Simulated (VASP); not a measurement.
Set up this calculation in VASP 6.6.1, as the native input.

```yaml
Task: relaxation of the atoms
Functional: PBEsol
Potentials_or_basis: VASP PAW PBE potentials, release 64 (Si, N)
Cutoff: 520 eV
k_mesh: 6 × 6 × 6
Occupations: gaussian, width 0.02 eV
Spin: no spin polarisation
Dipole_correction: no
Further_INCAR_settings: ALGO = Normal; EDIFF = 1e-06; IBRION = 2; EDIFFG = -0.01; NSW = 50
```

The structure of Si3N4 lies in POSCAR:

```
Si3N4
1.0
   -3.1616531863      3.1616531863      3.1616531863
    3.1616531863     -3.1616531863      3.1616531863
    3.1616531863      3.1616531863     -3.1616531863
Si N
6 8
Direct
    0.2500000000      0.1250000000      0.8750000000
    0.8750000000      0.2500000000      0.1250000000
    0.7500000000      0.3750000000      0.6250000000
    0.6250000000      0.7500000000      0.3750000000
    0.1250000000      0.8750000000      0.2500000000
    0.3750000000      0.6250000000      0.7500000000
    0.5585841147      0.5585841147      0.5585841147
    0.4414158853      0.5000000000      0.0000000000
    0.5000000000      0.0000000000      0.9414158853
    0.0000000000      0.4414158853      0.5000000000
    0.9414158853      0.5000000000      0.0000000000
    0.0585841147      0.0585841147      0.0585841147
    0.0000000000      0.9414158853      0.5000000000
    0.5000000000      0.0000000000      0.4414158853
```

One way to write it, as run:

INCAR

```
SYSTEM = Si3N4
  PREC = Accurate
  ENCUT = 520
  EDIFF = 1E-6
  ISMEAR = 0
  SIGMA = 0.02
  LREAL = .FALSE.
  LASPH = .TRUE.
  NELM = 60
  ALGO = Normal
  ISIF = 2
  LWAVE = .FALSE.
  LCHARG = .FALSE.
  GGA = PS
  IBRION = 2
  NSW = 50
  EDIFFG = -0.01
```

KPOINTS

```
Automatic mesh
0
G
  6 6 6
  0 0 0
```

Potentials or basis: VASP PAW PBE potentials, release 64 (Si, N).

The run is started by

```sh
$ cat potpaw_PBE.64/Si/POTCAR potpaw_PBE.64/N/POTCAR > POTCAR
$ mpirun -np 1 vasp_std > vasp.out
```

It gave:

```yaml
Energy_gained_by_relaxing: 0.6 meV/atom
Ionic_steps: 3
Pressure_after_relaxing: 18.2 GPa
Largest_force_after_relaxing: 0.005 eV/Å
Band_gap_on_the_k_mesh: 4.05 eV (least direct gap 4.28 eV)
```

Caveat: the PAW data sets were made with another functional, which shifts forces and pressure a little.

Run time: 4 min on 1 thread of Oxide Virtual Turin-like Processor (shared host), peak memory 0.24 GiB.
